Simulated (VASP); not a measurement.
# Rh (Im-3m) in VASP: further runs

The runs below take Rh through single point, relaxation of cell and atoms, with PBE+D3(BJ).

All numbers are computed with VASP 6.6.1; they aren't measurements. Logs are shortened: lines on timing, memory, paths and dates and some standing lists are left out, and cuts for length are marked.

## 1. The cell of the first run

Symmetry: Im-3m, No. 229, cubic system. Conventional cell: a = 3.022 Å, b = 3.022 Å, c = 3.022 Å, α = 90.00°, β = 90.00°, γ = 90.00°. Rh (site symmetry m-3m) has 14 Rh at 2.62 to 3.02 Å within 3.5 Å.

## 2. Single point, PBE+D3(BJ)

File INCAR:

```
SYSTEM = Rh
PREC = Accurate ; ENCUT = 500
EDIFF = 1E-6 ; ISMEAR = 0
SIGMA = 0.1 ; LREAL = .FALSE.
LASPH = .TRUE. ; NELM = 120
ALGO = Normal ; ISIF = 2
LWAVE = .FALSE. ; LCHARG = .TRUE.
GGA = PE ; IVDW = 12
LELF = .TRUE. ; LVHAR = .TRUE.
NBANDS = 14 ; GGA_COMPAT = .FALSE.
```

File KPOINTS:

```
Automatic mesh
0
G
  8 8 8
  0 0 0
```

File POSCAR:

```
Rh
1.0
   -1.5110298079      1.5110298079      1.5110298079
    1.5110298079     -1.5110298079      1.5110298079
    1.5110298079      1.5110298079     -1.5110298079
Rh
1
Direct
    0.0000000000      0.0000000000      0.0000000000
```

Potentials or basis: VASP PAW PBE potentials, release 64 (Rh_pv).

Command:

```sh
$ cat potpaw_PBE.64/Rh_pv/POTCAR > POTCAR
$ mpirun -np 1 vasp_std > vasp.out
```

OUTCAR:

```text
SYSTEM = Rh
   PREC = Accurate
   ENCUT = 500
   EDIFF = 1E-6
   ISMEAR = 0
   LREAL = .FALSE.
   LASPH = .TRUE.
   NELM = 120
   ISIF = 2
   GGA = PE
   IVDW = 12
 IVDW          = 12

 ion  position               nearest neighbor table
   1  0.000  0.000  0.000-

  LATTYP: Found a body centered cubic cell.
 ALAT       =     3.0220596158

  Lattice vectors:

 A1 = (  -1.5110298079,   1.5110298079,   1.5110298079)
 A2 = (   1.5110298079,  -1.5110298079,   1.5110298079)
 A3 = (   1.5110298079,   1.5110298079,  -1.5110298079)

Analysis of symmetry for initial positions (statically):
=====================================================================
 Subroutine PRICEL returns:
 Original cell was already a primitive cell.

 Routine SETGRP: Setting up the symmetry group for a
 body centered cubic supercell.

 Subroutine GETGRP returns: Found 48 space group operations
 (whereof 48 operations were pure point group operations)
 out of a pool of 48 trial point group operations.

The static configuration has the point symmetry O_h .

Analysis of symmetry for dynamics (positions and initial velocities):
=====================================================================
 Subroutine PRICEL returns:
 Original cell was already a primitive cell.

 Routine SETGRP: Setting up the symmetry group for a
 body centered cubic supercell.

 Subroutine GETGRP returns: Found 48 space group operations
 (whereof 48 operations were pure point group operations)
 out of a pool of 48 trial point group operations.

The dynamic configuration has the point symmetry O_h .

 Subroutine INISYM returns: Found 48 space group operations
 (whereof 48 operations are pure point group operations),
 and found     1 'primitive' translations

----------------------------------------------------------------------------------------

                                     Primitive cell

  volume of cell :      13.8000

  direct lattice vectors                    reciprocal lattice vectors
    -1.511029808  1.511029808  1.511029808     0.000000000  0.330900157  0.330900157
     1.511029808 -1.511029808  1.511029808     0.330900157  0.000000000  0.330900157
     1.511029808  1.511029808 -1.511029808     0.330900157  0.330900157  0.000000000

  length of vectors
     2.617180399  2.617180399  2.617180399     0.467963489  0.467963489  0.467963489

  position of ions in fractional coordinates (direct lattice)
     0.000000000  0.000000000  0.000000000

  ion indices of the primitive-cell ions
   primitive index   ion index
                 1           1

----------------------------------------------------------------------------------------
[... 83 lines left out ...]
   EMIN   =  10.00;   EMAX   =-10.00  energy-range for DOS
   EFERMI =   0.00;   METHOD = LEGACY
   ISMEAR =     0;   SIGMA  =   0.10  broadening in eV -4-tet -1-fermi 0-gaus
   EFERMI_NEDOS =   21; number of points for ismear=-14 and -15
   IALGO  =     38    algorithm
   IMIX   =      4    mixing-type and parameters
     AMIX     =   0.40;   BMIX     =  1.00
     AMIX_MAG =   1.60;   BMIX_MAG =  1.00
  volume/ion in A,a.u.               =      13.80        93.13
  Fermi-wavevector in a.u.,A,eV,Ry     =   1.683238  3.180859 38.549258  2.833291
  Thomas-Fermi vector in A             =   2.766475
   LORBIT       =      0    0 simple, 1 ext, 2 COOP (PROOUT), +10 PAW based schemes
   GGA     = PE    functional components
   LHFCALC =     F    Hartree Fock is set to
   AEXX    =    0.0000 exact exchange contribution
   IVDW    =    12    specifies the selected vdW correction
   LEPSILON=     F    determine dielectric tensor
   LRPA    =     F    only Hartree local field effects (RPA)
 non-spin polarized calculation
 Gauss-broadening in eV      SIGMA  =   0.10
  energy-cutoff  :      500.00
  volume of cell :       13.80
 maximum number of plane-waves:       370
   NGX =  9   NGY =  9   NGZ =  9

 number of electron      14.9999993 magnetization

 Free energy of the ion-electron system (eV)
  ---------------------------------------------------
  ext. energy  EPLUGINS =         0.00000000
  ---------------------------------------------------
  free energy    TOTEN  =        -6.88113584 eV

  energy without entropy =       -6.86870934  energy(sigma->0) =       -6.87492259

 E-fermi :  11.6498     XC(G=0): -13.9888

 val. band max:       11.6303203335   @ k =   0.2500   0.2500   0.2500
 cond. band min:      11.6803521035   @ k =  -0.3750  -0.3750   0.1250
 fundamental gap:      0.0500317700
 Fermi energy:        11.6498070856

 k-point     1 :       0.0000    0.0000    0.0000
  band No.  band energies     occupation
      1     -34.3802      2.00000
      2     -34.3802      2.00000
      3     -34.3802      2.00000
      4       3.9130      2.00000
      5       8.7016      2.00000
      6       8.7016      2.00000
      7       8.7016      2.00000
      8      11.1979      2.00000
      9      11.1979      2.00000
     10      30.1686      0.00000
     11      30.1686      0.00000
     12      30.1686      0.00000
     13      32.6808      0.00000
     14      40.3748      0.00000
[... 377 lines left out ...]
      1     -34.9323      2.00000
      2     -34.7327      2.00000
      3     -34.6580      2.00000
      4       6.9922      2.00000
      5       7.4778      2.00000
      6       9.4568      2.00000
      7      10.1906      2.00000
      8      12.0599      0.00000
      9      15.2894      0.00000
     10      24.8278      0.00000
     11      27.2528      0.00000
     12      29.3075      0.00000
     13      31.7281      0.00000
     14      32.6840      0.00000

 [... further k-points ...]

------------------------ aborting loop because EDIFF is reached ----------------------------------------

 Edisp (eV)   -0.64415

 E8    (eV) :    -0.2888

  FORCE on cell =-STRESS in cart. coord.  units (eV):
  Direction    XX          YY          ZZ          XY          YZ          ZX
  --------------------------------------------------------------------------------------
  -------------------------------------------------------------------------------------
  Total       0.41198     0.41198     0.41198    -0.00000     0.00000    -0.00000
  in kB      47.83076    47.83076    47.83076    -0.00000     0.00000    -0.00000
  external pressure =       47.83 kB  Pullay stress =        0.00 kB

 VOLUME and BASIS-vectors are now :
 -----------------------------------------------------------------------------
  energy-cutoff  :      500.00
  volume of cell :       13.80
      direct lattice vectors                 reciprocal lattice vectors
    -1.511029808  1.511029808  1.511029808     0.000000000  0.330900157  0.330900157
     1.511029808 -1.511029808  1.511029808     0.330900157  0.000000000  0.330900157
     1.511029808  1.511029808 -1.511029808     0.330900157  0.330900157  0.000000000

 POSITION                                       TOTAL-FORCE (eV/Angst)
 -----------------------------------------------------------------------------------
      0.00000      0.00000      0.00000         0.000000      0.000000     -0.000000
 -----------------------------------------------------------------------------------
    total drift:                                0.000000     -0.000000      0.000000

  FREE ENERGIE OF THE ION-ELECTRON SYSTEM (eV)
  ---------------------------------------------------
  free  energy   TOTEN  =        -7.5252861312 eV

  energy  without entropy=       -7.5128596331  energy(sigma->0) =       -7.51907288
```

OSZICAR:

```text
N       E                     dE             d eps       ncg     rms          rms(c)
DAV:   1     0.116062786553E+03    0.11606E+03   -0.87125E+03   812   0.110E+03
DAV:   2    -0.580566001245E+01   -0.12187E+03   -0.11649E+03   914   0.332E+02
DAV:   3    -0.727762611264E+01   -0.14720E+01   -0.14690E+01   950   0.408E+01
DAV:   4    -0.728307858905E+01   -0.54525E-02   -0.54523E-02   968   0.251E+00
DAV:   5    -0.728312928338E+01   -0.50694E-04   -0.50694E-04   920   0.214E-01    0.105E+01
DAV:   6    -0.690118297206E+01    0.38195E+00   -0.62222E-01   890   0.108E+01    0.419E+00
DAV:   7    -0.688413055838E+01    0.17052E-01   -0.20238E-02   956   0.171E+00    0.186E+00
DAV:   8    -0.688122877163E+01    0.29018E-02   -0.34421E-03   854   0.773E-01    0.185E-01
DAV:   9    -0.688113440791E+01    0.94364E-04   -0.80272E-05   932   0.123E-01    0.123E-02
DAV:  10    -0.688113606180E+01   -0.16539E-05   -0.23050E-06   918   0.186E-02    0.199E-03
DAV:  11    -0.688113584301E+01    0.21879E-06   -0.14614E-07   460   0.483E-03
   1 F= -.75252861E+01 E0= -.75190729E+01  d E =-.124265E-01
```

stdout:

```text
POSCAR found type information on POSCAR Rh
 POSCAR found :  1 types and       1 ions
 scaLAPACK will be used
 LDA part: xc-table for (Slater+PW92), standard interpolation
 POSCAR, INCAR and KPOINTS ok, starting setup
 FFT: planning ... GRIDC
 FFT: planning ... GRID_SOFT
 FFT: planning ... GRID
 WAVECAR not read
 entering main loop
```

Wall time 5.2 s (1 thread of AMD EPYC 7R43 (Zen 3), shared host); peak memory 0.1 GiB.

What came out:

```yaml
Free_energy: -7.5253 eV
Pressure: 4.8 GPa
Dispersion_energy_per_atom: -0.644 eV
```

Caveat: the k points lie up to 0.37 Å⁻¹ apart; pairwise dispersion overbinds metals, which lowers pressure and volume.

## 3. Single point, PBE+D3(BJ)

This run uses another cell than the first one, of 14.04 Å³/atom, 1.017 times its volume.

File INCAR:

```
SYSTEM = Rh
  PREC = Accurate
  ENCUT = 500
  EDIFF = 1E-6
  ISMEAR = 0
  SIGMA = 0.1
  LREAL = .False.
  LASPH = .True.
  NELM = 120
  ALGO = Normal
  ISIF = 2
  LWAVE = .False.
  LCHARG = .False.
  GGA = PE
  IVDW = 12
  NBANDS = 14
  GGA_COMPAT = .False.
```

File KPOINTS:

```
Automatic mesh
0
Gamma
  20 20 20
  0 0 0
```

File POSCAR:

```
Rh
1.0
   -1.5197712462      1.5197712462      1.5197712462
    1.5197712462     -1.5197712462      1.5197712462
    1.5197712462      1.5197712462     -1.5197712462
Rh
1
Direct
    0.0000000000      0.0000000000      0.0000000000
```

Potentials or basis: VASP PAW PBE potentials, release 64 (Rh_pv).

Command:

```sh
$ cat potpaw_PBE.64/Rh_pv/POTCAR > POTCAR
$ mpirun -np 1 vasp_std > vasp.out
```

It took 32 s on 1 thread of AMD EPYC 7R43 (Zen 3), shared host; peak memory 0.13 GiB.

Results (log left out):

| Quantity | Value |
| --- | --- |
| Free energy | -7.5357 eV |
| Pressure | 0.0 GPa |
| Dispersion energy per atom | -0.633 eV |

Levels at points of the mesh, in eV from the Fermi level:
```
           k point  band 3  band 4  band 5  band 6  band 7  band 8  band 9  band 10  band 11  band 12
(0.00, 0.00, 0.00)  -46.00   -7.62   -2.87   -2.87   -2.87   -0.44   -0.44    18.49    18.49    18.49
(0.50, 0.00, 0.00)  -46.00   -5.77   -4.37   -0.50   -0.09    1.35    1.61     9.34    14.63    18.49
(0.50, 0.50, 0.50)  -46.50   -5.77   -5.77    1.10    1.10    1.10    9.49     9.49     9.49    19.16
```

Caveat: pairwise dispersion overbinds metals, which lowers pressure and volume.

## 4. Relaxation of cell and atoms, PBE+D3(BJ)

File INCAR:

```
PREC = Accurate
ENCUT = 500
EDIFF = 1E-7
ISMEAR = 0
SIGMA = 0.1
LREAL = F
LASPH = T
NELM = 120
ALGO = Normal
ISIF = 3
LWAVE = F
LCHARG = F
GGA = PE
IVDW = 12
IBRION = 2
NSW = 100
EDIFFG = -0.002
GGA_COMPAT = F
NELMIN = 4
```

File KPOINTS:

```
regular mesh
0
Gamma
  20 20 20
```

File POSCAR:

```
Rh
1.0
   -1.5110298079      1.5110298079      1.5110298079
    1.5110298079     -1.5110298079      1.5110298079
    1.5110298079      1.5110298079     -1.5110298079
Rh
1
Direct
    0.0000000000      0.0000000000      0.0000000000
```

Command:

```sh
$ cat potpaw_PBE.64/Rh_pv/POTCAR > POTCAR
$ mpirun -np 1 vasp_std > vasp.out
```

Run time: 2.5 min. Hardware: 1 thread of AMD EPYC 7R43 (Zen 3), shared host; peak memory 0.13 GiB.

It converged, with:

```yaml
Free_energy: -7.5356 eV
Relaxed_volume: 14.04 Å³/atom
Relaxed_cell: a = 2.632 Å, b = 2.632 Å, c = 2.632 Å, α = 109.47°, β = 109.47°, γ = 109.47°
Space_group_after_relaxing_to_0.05_Å: Im-3m (No. 229)
Energy_gained_by_relaxing: 3.5 meV/atom
Ionic_steps: 15
Pressure_after_relaxing: 0.0 GPa
Dispersion_energy_per_atom: -0.632 eV
```

The path:
```
step  energy change (eV)  largest force (eV/Å)  pressure (GPa)  volume (Å³)
   1              0.0000                0.0000            4.68        13.80
   2              0.0140                0.0000           -9.31        14.62
   3             -0.0035                0.0000           -0.05        14.05
   4             -0.0035                0.0000            0.04        14.04
   5             -0.0035                0.0000            0.04        14.04
   6             -0.0035                0.0000            0.03        14.04
   7             -0.0035                0.0000            0.03        14.04
   8             -0.0035                0.0000            0.03        14.04
   9             -0.0035                0.0000            0.03        14.04
  10             -0.0035                0.0000            0.03        14.04
  11             -0.0035                0.0000            0.03        14.04
  12             -0.0035                0.0000            0.03        14.04
  13             -0.0035                0.0000            0.03        14.04
  14             -0.0035                0.0000            0.03        14.04
  15             -0.0035                0.0000            0.02        14.04
```

Final structure:
```yaml
crystal:
  lattice:
    - [-1.51984, 1.51984, 1.51984]
    - [1.51984, -1.51984, 1.51984]
    - [1.51984, 1.51984, -1.51984]
  atoms:
    - { symbol: Rh, position: [0.00000, 0.00000, 0.00000] }
```

Levels at points of the mesh, in eV from the Fermi level:
```tsv
k point	band 5	band 6	band 7	band 8	band 9	band 10
(0.00, 0.00, 0.00)	-2.87	-2.87	-2.87	-0.44	-0.44	18.49
(0.50, 0.00, 0.00)	-4.37	-0.50	-0.09	1.35	1.61	9.34
(0.50, 0.50, 0.50)	-5.77	1.10	1.10	1.10	9.48	9.48
```

Caveat: pairwise dispersion overbinds metals, which lowers pressure and volume.

## 5. Summary

```tsv
task	cell	k mesh	gap on the mesh (eV)	pressure (GPa)
single point	a = 2.617 Å, angles 109.5°, 1 atom	8 × 8 × 8	none	4.8
single point	a = 2.632 Å, angles 109.5°, 1 atom	20 × 20 × 20	none	0.0
relaxation of cell and atoms	relaxed from a = 2.617 Å, angles 109.5°, 1 atom	20 × 20 × 20	none	0.0
```

Alike in all rows: level PBE+D3(BJ); potentials or basis VASP PAW PBE potentials, release 64 (Rh_pv); no spin polarisation; cutoff (eV) 500; smearing gaussian 0.1 eV.

Caveats: some runs use coarse meshes; pairwise dispersion overbinds metals, which lowers pressure and volume.

Absolute energies hang on the potentials; compare differences alone.
